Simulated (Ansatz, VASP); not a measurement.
Two plane-wave programs on BeAs2C

File POSCAR:

```
BeAs2C
1.0
    3.4247097982      0.0000000000      0.0000000000
    0.0000000000      3.4247097982      0.0000000000
    0.0000000000      0.0000000000      4.8968630612
Be As C
1 2 1
Direct
    0.0000000000      0.0000000000      0.0000000000
    0.0000000000      0.5000000000      0.2605674643
    0.5000000000      0.0000000000      0.7394325357
    0.5000000000      0.5000000000      0.5000000000
```

Contents of INCAR.step1:

```
SYSTEM = BeAs2C
PREC = Accurate
ENCUT = 520
ISMEAR = 1
SIGMA = 0.05
LREAL = .FALSE.
LASPH = .TRUE.
NELM = 80
NBANDS = 16
GGA = PE
ALGO = Normal
EDIFF = 1E-4
LWAVE = .TRUE.
LCHARG = .FALSE.
```

INCAR.step2

```
SYSTEM = BeAs2C
PREC = Accurate
ENCUT = 520
EDIFF = 1E-7
ISMEAR = 1
SIGMA = 0.05
LREAL = .FALSE.
LASPH = .TRUE.
NELM = 80
ALGO = Normal
ISIF = 2
LWAVE = .FALSE.
LCHARG = .TRUE.
METAGGA = R2SCAN
LMIXTAU = .TRUE.
LELF = .TRUE.
LVHAR = .TRUE.
NBANDS = 16
ISTART = 1
```

Contents of KPOINTS:

```
regular mesh
0
G
  6 6 4
  0 0 0
```

Input for Ansatz:

```yaml
crystal:
  lattice:
    - [3.4247097982, 0.0, 0.0]
    - [0.0, 3.4247097982, 0.0]
    - [0.0, 0.0, 4.8968630612]
  atoms:
    - { symbol: Be, position: [0.0, 0.0, 0.0] }
    - { symbol: As, position: [0.0, 0.5, 0.2605674643] }
    - { symbol: C, position: [0.5, 0.5, 0.5] }
    - { symbol: As, position: [0.5, 0.0, 0.7394325357] }
kpoints:
  mp_grid: { grid: [6, 6, 4] }
hamiltonian:
  xc: r2scan
scf:
  occupations: { method: methfessel_paxton, width: 0.05 }
  n_extra_bands: 5
output:
  forces: true
  stress: true
  eigenvalues: true
```

Alike in both runs: task single point; functional r2SCAN; k mesh 6 × 6 × 4; occupations methfessel-paxton of order 1, width 0.05 eV; no spin polarisation.

|  | VASP | Ansatz |
| --- | --- | --- |
| version | VASP 6.6.1 | Ansatz 0.2.0 |
| potentials or method | VASP PAW PBE potentials, release 64 (Be, As, C) | plane waves |
| plane-wave cutoff (eV) | 520 | 500 |
| valence electrons in the cell | 16 | 36 |

Ansatz gave:

```
pressure (GPa)                     : 0.1
rms of the force components (eV/Å) : 0.026
```

Q: Which values does VASP return?

A: Pressure (GPa): 0.3; rms of the force components (eV/Å): 0.019.

VASP's potentials were made for PBE, not for r2SCAN. With one functional, cell and mesh, what is left measures potentials, basis and numerics. VASP's potentials hold 16 valence electrons a cell and Ansatz's 36, so a difference there can come from the potentials and not from the codes.
